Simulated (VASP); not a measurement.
# BN (P6_3mc) in VASP: notebook

BN is run at these levels: BLYP, RPBE, LDA; tasks: relaxation of cell and atoms.

Program: VASP 6.6.1. These are calculated values, not measurements. Logs are shortened: lines on timing, memory, paths and dates and some standing lists are left out, and cuts for length are marked.

## 1. The cell of the first run

Symmetry: P6_3mc, No. 186, hexagonal system. The conventional cell has a = 2.554 Å, b = 2.554 Å, c = 4.227 Å, α = 90.00°, β = 90.00°, γ = 120.00°. Within 2.1 Å of N (site symmetry 3m) lie 4 B at 1.57 to 1.58 Å. Within 2.1 Å of B (site symmetry 3m) lie 4 N at 1.57 to 1.58 Å.

## 2. Relaxation of cell and atoms, BLYP

Contents of INCAR:

```
PREC = Accurate ; ENCUT = 600
EDIFF = 1E-7 ; ISMEAR = -1
SIGMA = 0.05 ; LREAL = False
LASPH = True ; NELM = 80
ALGO = Normal ; ISIF = 3
LWAVE = False ; LCHARG = False
GGA = B5 ; ALDAX = 1.0
AGGAX = 1.0 ; AGGAC = 1.0
ALDAC = 0.0 ; IBRION = 2
NSW = 60 ; EDIFFG = -0.01
```

Contents of KPOINTS:

```
regular mesh
0
Gamma
  12 12 6
```

Contents of POSCAR:

```
BN
1.0
    2.5539396017      0.0000000000      0.0000000000
   -1.2769698009      2.2117765748      0.0000000000
    0.0000000000      0.0000000000      4.2268550000
N B
2 2
Direct
    0.3333333333      0.6666666667      0.1252760000
    0.6666666667      0.3333333333      0.6252760000
    0.3333333333      0.6666666667      0.4997240000
    0.6666666667      0.3333333333      0.9997240000
```

Potentials or basis: VASP PAW PBE potentials, release 64 (N, B).

Launch:

```
$ cat potpaw_PBE.64/N/POTCAR potpaw_PBE.64/B/POTCAR > POTCAR
$ mpirun -np 1 vasp_std > vasp.out
```

OUTCAR:

```text
PREC = Accurate
   ENCUT = 600
   EDIFF = 1E-7
   ISMEAR = -1
   LREAL = False
   LASPH = True
   NELM = 80
   ISIF = 3
   GGA = B5
   IBRION = 2
   NSW = 60
   EDIFFG = -0.01

 ion  position               nearest neighbor table
   1  0.333  0.667  0.125-   4 1.57   4 1.57   4 1.57   3 1.58
   2  0.667  0.333  0.625-   3 1.57   3 1.57   3 1.57   4 1.58
   3  0.333  0.667  0.500-   2 1.57   2 1.57   2 1.57   1 1.58
   4  0.667  0.333  1.000-   1 1.57   1 1.57   1 1.57   2 1.58

  LATTYP: Found a hexagonal cell.
 ALAT       =     2.5539396017
 C/A-ratio  =     1.6550332659

  Lattice vectors:

 A1 = (   2.5539396017,   0.0000000000,   0.0000000000)
 A2 = (  -1.2769698009,   2.2117765748,   0.0000000000)
 A3 = (   0.0000000000,   0.0000000000,   4.2268550000)

Analysis of symmetry for initial positions (statically):
=====================================================================
 Subroutine PRICEL returns:
 Original cell was already a primitive cell.

 Routine SETGRP: Setting up the symmetry group for a
 hexagonal supercell.

 Subroutine GETGRP returns: Found 12 space group operations
 (whereof  6 operations were pure point group operations)
 out of a pool of 24 trial point group operations.

The static configuration has the point symmetry C_3v.
 The point group associated with its full space group is C_6v.

Analysis of symmetry for dynamics (positions and initial velocities):
=====================================================================
 Subroutine PRICEL returns:
 Original cell was already a primitive cell.

 Routine SETGRP: Setting up the symmetry group for a
 hexagonal supercell.

 Subroutine GETGRP returns: Found 12 space group operations
 (whereof  6 operations were pure point group operations)
 out of a pool of 24 trial point group operations.

The dynamic configuration has the point symmetry C_3v.
 The point group associated with its full space group is C_6v.

 Subroutine INISYM returns: Found 12 space group operations
 (whereof  6 operations are pure point group operations),
 and found     1 'primitive' translations

----------------------------------------------------------------------------------------

                                     Primitive cell

  volume of cell :      23.8764

  direct lattice vectors                    reciprocal lattice vectors
     2.553939602  0.000000000  0.000000000     0.391551938  0.226062617  0.000000000
    -1.276969801  2.211776575  0.000000000     0.000000000  0.452125233  0.000000000
     0.000000000  0.000000000  4.226855000     0.000000000  0.000000000  0.236582518

  length of vectors
     2.553939602  2.553939602  4.226855000     0.452125233  0.452125233  0.236582518

  position of ions in fractional coordinates (direct lattice)
     0.333333333  0.666666667  0.125276000
     0.666666667  0.333333333  0.625276000
     0.333333333  0.666666667  0.499724000
     0.666666667  0.333333333  0.999724000

  ion indices of the primitive-cell ions
   primitive index   ion index
                 1           1
                 2           2
                 3           3
                 4           4

----------------------------------------------------------------------------------------

 KPOINTS: regular mesh

Automatic generation of k-mesh.
 Grid dimensions read from file:
 generate k-points for:   12   12    6

 Generating k-lattice:

  Cartesian coordinates                     Fractional coordinates (reciprocal lattice)
     0.032629328  0.018838551  0.000000000     0.083333333  0.000000000  0.000000000
     0.000000000  0.037677103  0.000000000     0.000000000  0.083333333  0.000000000
     0.000000000  0.000000000  0.039430420     0.000000000  0.000000000  0.166666667

  Length of vectors
     0.037677103  0.037677103  0.039430420

  Shift w.r.t. Gamma in fractional coordinates (k-lattice)
     0.000000000  0.000000000  0.000000000

 Subroutine IBZKPT returns following result:
 ===========================================

 Found     76 irreducible k-points:

 Following reciprocal coordinates:
            Coordinates               Weight
  0.000000  0.000000  0.000000      1.000000
  0.083333  0.000000  0.000000      6.000000
  0.166667  0.000000  0.000000      6.000000
  0.250000  0.000000  0.000000      6.000000
  0.333333  0.000000  0.000000      6.000000
  0.416667  0.000000  0.000000      6.000000
[... 16 lines left out ...]
  0.250000  0.000000  0.166667     12.000000
  0.333333  0.000000  0.166667     12.000000
 [... further k-points ...]
   k-points           NKPTS =     76   k-points in BZ     NKDIM =     76   number of bands    NBANDS=     12
   number of dos      NEDOS =    301   number of ions     NIONS =      4
   total plane-waves  NPLWV =  14400
   dimension x,y,z NGX =    20 NGY =   20 NGZ =   36
   dimension x,y,z NGXF=    40 NGYF=   40 NGZF=   72
   ions per type =               2   2
   NGX,Y,Z   is equivalent  to a cutoff of  13.02, 13.02, 14.16 a.u.
   NGXF,Y,Z  is equivalent  to a cutoff of  26.04, 26.04, 28.32 a.u.
 SYSTEM =  unknown system
   PREC   = accura    normal or accurate (medium, high low for compatibility)
   ISTART =      0    job   : 0-new  1-cont  2-samecut
   ICHARG =      2    charge: 1-file 2-atom 10-const
   ISPIN  =      1    spin polarized calculation?
   LNONCOLLINEAR =      F non collinear calculations
   LSORBIT =      F    spin-orbit coupling
   LASPH  =      T    aspherical Exc in radial PAW
   ENCUT  =  600.0 eV  44.10 Ry    6.64 a.u.   5.10  5.10  8.44*2*pi/ulx,y,z
   NELM   =     80;   NELMIN=  2; NELMDL= -5     # of ELM steps
   EDIFF  = 0.1E-06   stopping-criterion for ELM
   LREAL  =      F    real-space projection
   EDIFFG = -.1E-01   stopping-criterion for IOM
   NSW    =     60    number of steps for IOM
   IBRION =      2    ionic relax: 0-MD 1-quasi-New 2-CG
   NFREE  =      1    steps in history (QN), initial steepest desc. (CG)
   ISIF   =      3    stress and relaxation
   ISYM   =      2    0-nonsym 1-usesym 2-fastsym
   POTIM  = 0.5000    time-step for ionic-motion
   TEBEG  =    0.0;   TEEND  =   0.0 temperature during run
   PSTRESS=    0.0 pullay stress
   NELECT =      16.0000    total number of electrons
   NUPDOWN=      -1.0000    fix difference up-down
   EMIN   =  10.00;   EMAX   =-10.00  energy-range for DOS
   EFERMI =   0.00;   METHOD = LEGACY
   ISMEAR =    -1;   SIGMA  =   0.05  broadening in eV -4-tet -1-fermi 0-gaus
   EFERMI_NEDOS =   21; number of points for ismear=-14 and -15
   IALGO  =     38    algorithm
   IMIX   =      4    mixing-type and parameters
     AMIX     =   0.40;   BMIX     =  1.00
     AMIX_MAG =   1.60;   BMIX_MAG =  1.00
  volume/ion in A,a.u.               =       5.97        40.28
  Fermi-wavevector in a.u.,A,eV,Ry     =   1.432600  2.707222 27.923836  2.052344
  Thomas-Fermi vector in A             =   2.552210
   LORBIT       =      0    0 simple, 1 ext, 2 COOP (PROOUT), +10 PAW based schemes
   GGA     = B5    functional components
   LHFCALC =     F    Hartree Fock is set to
   AEXX    =    0.0000 exact exchange contribution
   IVDW    =     0    specifies the selected vdW correction
   LEPSILON=     F    determine dielectric tensor
   LRPA    =     F    only Hartree local field effects (RPA)
 conjugate gradient relaxation of ions
 non-spin polarized calculation
  energy-cutoff  :      600.00
  volume of cell :       23.88
 maximum number of plane-waves:       807
   NGX = 11   NGY = 11   NGZ = 17

--------------------------------------- Ionic step        1  -------------------------------------------

 number of electron      16.0000003 magnetization

 Free energy of the ion-electron system (eV)
  ---------------------------------------------------
  ext. energy  EPLUGINS =         0.00000000
  ---------------------------------------------------
  free energy    TOTEN  =       -32.74378230 eV

  energy without entropy =      -32.74378230  energy(sigma->0) =      -32.74378230

------------------------ aborting loop because EDIFF is reached ----------------------------------------

  FORCE on cell =-STRESS in cart. coord.  units (eV):
  Direction    XX          YY          ZZ          XY          YZ          ZX
  --------------------------------------------------------------------------------------
  -------------------------------------------------------------------------------------
  Total        0.9825715      0.9825715      0.8883789     -0.0000000      0.0000000     -0.0000000
  in kB       65.9334044     65.9334044     59.6128112     -0.0000000      0.0000000     -0.0000000
  external PRESSURE =      63.8265400 kB  Pullay stress =       0.0000000 kB
[... 61 lines left out ...]
  energy  without entropy=      -32.7445141776  energy(sigma->0) =      -32.74451418

--------------------------------------- Ionic step        3  -------------------------------------------

 number of electron      16.0000002 magnetization

 Free energy of the ion-electron system (eV)
  ---------------------------------------------------
  ext. energy  EPLUGINS =         0.00000000
  ---------------------------------------------------
  free energy    TOTEN  =       -32.75208347 eV

  energy without entropy =      -32.75208347  energy(sigma->0) =      -32.75208347

 E-fermi :   8.4239     XC(G=0): -11.9874

 val. band max:        7.5268246382   @ k =   0.0000   0.0000   0.0000
 cond. band min:      13.1585648332   @ k =   0.3333   0.3333   0.0000
 fundamental gap:      5.6317401950
 Fermi energy:         8.4239188175

 k-point     1 :       0.0000    0.0000    0.0000
  band No.  band energies     occupation
      1     -12.3378      2.00000
      2      -8.3843      2.00000
      3      -2.8942      2.00000
      4       5.4965      2.00000
      5       5.4965      2.00000
      6       7.2884      2.00000
      7       7.5268      2.00000
      8       7.5268      2.00000
      9      15.9183      0.00000
     10      15.9183      0.00000
     11      16.1144      0.00000
     12      16.9859      0.00000
[... 331 lines left out ...]
 k-point    24 :       0.3333    0.0000    0.1667
  band No.  band energies     occupation
      1      -9.9843      2.00000
      2      -7.3767      2.00000
      3      -0.9040      2.00000
      4       0.4959      2.00000
      5       1.7847      2.00000
      6       3.4313      2.00000
      7       5.1738      2.00000
      8       5.7041      2.00000
      9      14.5861      0.00000
     10      16.0385      0.00000
     11      18.4171      0.00000
     12      18.4906      0.00000

 [... further k-points ...]
[... 5 lines left out ...]
  --------------------------------------------------------------------------------------
  -------------------------------------------------------------------------------------
  Total        0.0007667      0.0007667     -0.0157067     -0.0000000     -0.0000000      0.0000000
  in kB        0.0505574      0.0505574     -1.0357144     -0.0000000     -0.0000000      0.0000000
  external PRESSURE =      -0.3115332 kB  Pullay stress =       0.0000000 kB
[... 19 lines left out ...]
  FREE ENERGIE OF THE ION-ELECTRON SYSTEM (eV)
  ---------------------------------------------------
  free  energy   TOTEN  =       -32.7520834673 eV

  energy  without entropy=      -32.7520834672  energy(sigma->0) =      -32.75208347

 reached required accuracy - stopping structural energy minimisation
```

Wall time 62 s (1 thread of Intel Xeon Platinum 8488C (Sapphire Rapids), shared host); peak memory 0.14 GiB.

Results:

- Free energy: -32.7521 eV
- Relaxed volume: 6.07 Å³/atom
- Relaxed cell: a = 2.569 Å, b = 2.569 Å, c = 4.250 Å, α = 90.00°, β = 90.00°, γ = 120.00°
- Space group after relaxing (to 0.05 Å): P6_3mc (No. 186)
- Energy gained by relaxing: 2.1 meV/atom
- Ionic steps: 3
- Pressure after relaxing: 0.0 GPa
- Largest force after relaxing: 0.009 eV/Å
- Band gap on the k mesh: 5.63 eV, indirect (least direct gap 8.33 eV)

Forces on the atoms (eV/Å):
```
N    0.000  0.000 -0.009
N    0.000  0.000 -0.009
B    0.000  0.000  0.009
B    0.000  0.000  0.009
```

Stress tensor (GPa, compression positive):
```
 0.01  0.00  0.00
 0.00  0.01  0.00
 0.00  0.00 -0.10
```

Step by step:
| step | energy change (eV) | largest force (eV/Å) | pressure (GPa) | volume (Å³) |
| --- | --- | --- | --- | --- |
| 1 | 0.0000 | 0.0286 | 6.38 | 23.88 |
| 2 | -0.0007 | 0.0075 | -5.81 | 24.71 |
| 3 | -0.0083 | 0.0095 | -0.03 | 24.30 |

Final structure:
```
N B
1.0
     2.56935    0.00000    0.00000
    -1.28467    2.22512    0.00000
     0.00000    0.00000    4.24991
N B
2 2
Direct
  0.33333 0.66667 0.12511
  0.66667 0.33333 0.62511
  0.33333 0.66667 0.49989
  0.66667 0.33333 0.99989
```

Caveat: the PAW data sets were made with another functional, which shifts forces and pressure a little. Expect the measured gap to be larger: semilocal functionals such as BLYP lack the derivative discontinuity.

## 3. Relaxation of cell and atoms, RPBE

Contents of INCAR:

```
PREC     = Accurate       # precision mode
ENCUT    = 600            # plane-wave cutoff, eV
EDIFF    = 1E-6           # SCF threshold, eV
ISMEAR   = -1             # smearing method
SIGMA    = 0.05           # smearing width, eV
LREAL    = F              # projectors in reciprocal space
LASPH    = T              # aspherical terms in the spheres
NELM     = 80             # most SCF steps
ALGO     = Normal         # electronic algorithm
ISIF     = 3              # what is computed and relaxed
LWAVE    = F              # write WAVECAR
LCHARG   = F              # write CHGCAR
GGA      = RP             # functional
IBRION   = 2              # ionic algorithm
NSW      = 60             # ionic steps
EDIFFG   = -0.01          # ionic threshold
```

Contents of KPOINTS:

```
Automatic mesh
0
Gamma
  12 12 6
```

POSCAR is that of step 2.

Potentials or basis: VASP PAW PBE potentials, release 64 (N, B).

Launch:

```
$ cat potpaw_PBE.64/N/POTCAR potpaw_PBE.64/B/POTCAR > POTCAR
$ mpirun -np 1 vasp_std > vasp.out
```

Run time: 60 s. Hardware: 1 thread of Intel Xeon Platinum 8488C (Sapphire Rapids), shared host; peak memory 0.15 GiB.

The run converged. Its results:

- Free energy: -33.1919 eV
- Relaxed volume: 6.06 Å³/atom
- Relaxed cell: a = 2.568 Å, b = 2.568 Å, c = 4.246 Å, α = 90.00°, β = 90.00°, γ = 120.00°
- Space group after relaxing (to 0.05 Å): P6_3mc (No. 186)
- Energy gained by relaxing: 1.7 meV/atom
- Ionic steps: 6
- Pressure after relaxing: 0.0 GPa
- Band gap on the k mesh: 5.31 eV, indirect (least direct gap 8.22 eV)

The path:
| step | energy change (eV) | largest force (eV/Å) | pressure (GPa) | volume (Å³) |
| --- | --- | --- | --- | --- |
| 1 | 0.0000 | 0.0105 | 5.76 | 23.88 |
| 2 | -0.0003 | 0.0107 | -5.37 | 24.63 |
| 3 | -0.0067 | 0.0110 | -0.01 | 24.25 |
| 4 | -0.0067 | 0.0110 | -0.13 | 24.26 |
| 5 | -0.0067 | 0.0108 | 0.09 | 24.24 |
| 6 | -0.0067 | 0.0009 | 0.00 | 24.25 |

Final structure:
```
CELL_PARAMETERS angstrom
2.56814 0.00000 0.00000
-1.28407 2.22407 0.00000
0.00000 0.00000 4.24583
ATOMIC_POSITIONS crystal
N 0.33333 0.66667 0.12515
N 0.66667 0.33333 0.62515
B 0.33333 0.66667 0.49985
B 0.66667 0.33333 0.99985
```

Levels at points of the mesh, in eV from the valence-band top:
| k point | band 4 | band 5 | band 6 | band 7 | band 8 | band 9 | band 10 | band 11 | band 12 |
| --- | --- | --- | --- | --- | --- | --- | --- | --- | --- |
| (0.00, 0.00, 0.00) | -2.07 | -2.07 | -0.25 | 0.00 | 0.00 | 8.32 | 8.32 | 8.51 | 9.20 |
| (0.50, 0.00, 0.00) | -7.67 | -6.77 | -4.86 | -4.27 | -2.06 | 6.65 | 7.95 | 10.53 | 11.26 |
| (0.00, 0.00, 0.50) | -5.61 | -1.15 | -1.15 | -1.15 | -1.15 | 9.28 | 9.28 | 9.84 | 9.84 |
| (0.50, 0.00, 0.50) | -9.82 | -3.67 | -3.67 | -3.48 | -3.48 | 6.54 | 6.54 | 9.89 | 9.89 |

Caveat: the PAW data sets were made with another functional, which shifts forces and pressure a little. A hybrid or GW would open this gap; RPBE tends to underestimate it.

## 4. Relaxation of cell and atoms, LDA

Contents of INCAR:

```
SYSTEM = BN
ALGO = Normal
EDIFF = 1E-7
EDIFFG = -0.01
ENCUT = 600
IBRION = 2
ISIF = 3
ISMEAR = -1
LASPH = .True.
LCHARG = .False.
LREAL = .False.
LWAVE = .False.
NELM = 100
NSW = 60
PREC = Accurate
SIGMA = 0.05
```

Contents of KPOINTS:

```
k-points
0
Gamma
  12 12 6
  0 0 0
```

POSCAR is that of step 3.

Potentials or basis: VASP PAW LDA potentials, release 64 (N, B).

Launch:

```
$ cat potpaw_LDA.64/N/POTCAR potpaw_LDA.64/B/POTCAR > POTCAR
$ mpirun -np 1 vasp_std > vasp.out
```

Run time: 66 s. Hardware: 1 thread of Intel Xeon Platinum 8488C (Sapphire Rapids), shared host; peak memory 0.14 GiB.

It converged, with:

```yaml
Free_energy: -38.7630 eV
Relaxed_volume: 5.76 Å³/atom
Relaxed_cell: a = 2.524 Å, b = 2.524 Å, c = 4.177 Å, α = 90.00°, β = 90.00°, γ = 120.00°
Space_group_after_relaxing_to_0.05_Å: P6_3mc (No. 186)
Energy_gained_by_relaxing: 8.6 meV/atom
Ionic_steps: 6
Pressure_after_relaxing: 0.2 GPa
Band_gap_on_the_k_mesh: 4.91 eV, indirect (least direct gap 8.27 eV)
```

Stress tensor (GPa, compression positive):
```
0.16 0.00 0.00
0.00 0.16 0.00
0.00 0.00 0.24
```

The path:
```tsv
step	energy change (eV)	largest force (eV/Å)	pressure (GPa)	volume (Å³)
1	0.0000	0.0211	-13.15	23.88
2	0.0060	0.0869	15.91	22.22
3	-0.0344	0.0283	-0.11	23.07
4	-0.0344	0.0294	0.17	23.05
5	-0.0344	0.0325	0.20	23.05
6	-0.0345	0.0010	0.18	23.05
```

Final structure:
```
N B
1.0
     2.52431    0.00000    0.00000
    -1.26215    2.18611    0.00000
     0.00000    0.00000    4.17651
N B
2 2
Cartesian
  0.0000 1.4574 0.5233
  1.2622 0.7287 2.6116
  0.0000 1.4574 2.0870
  1.2622 0.7287 4.1753
```

Levels at points of the mesh, in eV from the valence-band top:
```csv
k point,band 4,band 5,band 6,band 7,band 8,band 9,band 10,band 11,band 12
"(0.00, 0.00, 0.00)",-2.19,-2.19,-0.30,0.00,0.00,8.34,8.34,8.62,9.91
"(0.50, 0.00, 0.00)",-7.93,-7.05,-5.13,-4.59,-2.17,6.70,7.88,10.59,11.64
"(0.00, 0.00, 0.50)",-5.81,-1.21,-1.21,-1.21,-1.21,9.69,9.69,9.93,9.93
"(0.50, 0.00, 0.50)",-10.23,-3.88,-3.88,-3.67,-3.67,6.58,6.58,10.13,10.13
```

A k mesh can miss the band edges. A hybrid or GW would open this gap; LDA tends to underestimate it.

## 5. Overview

```csv
level,potentials or basis,gap on the mesh (eV),pressure (GPa),relaxed volume (Å³/atom)
BLYP,"VASP PAW PBE potentials, release 64 (N, B)",5.63,0.0,6.07
RPBE,"VASP PAW PBE potentials, release 64 (N, B)",5.31,0.0,6.06
LDA,"VASP PAW LDA potentials, release 64 (N, B)",4.91,0.2,5.76
```

Alike in all rows: task relaxation of cell and atoms; no spin polarisation; cell relaxed; k mesh 12 × 12 × 6; cutoff (eV) 600; smearing fermi-dirac 0.05 eV.

Caveats: the PAW data sets were made with another functional, which shifts forces and pressure a little (some runs).

Absolute energies hang on the potentials; compare differences alone.
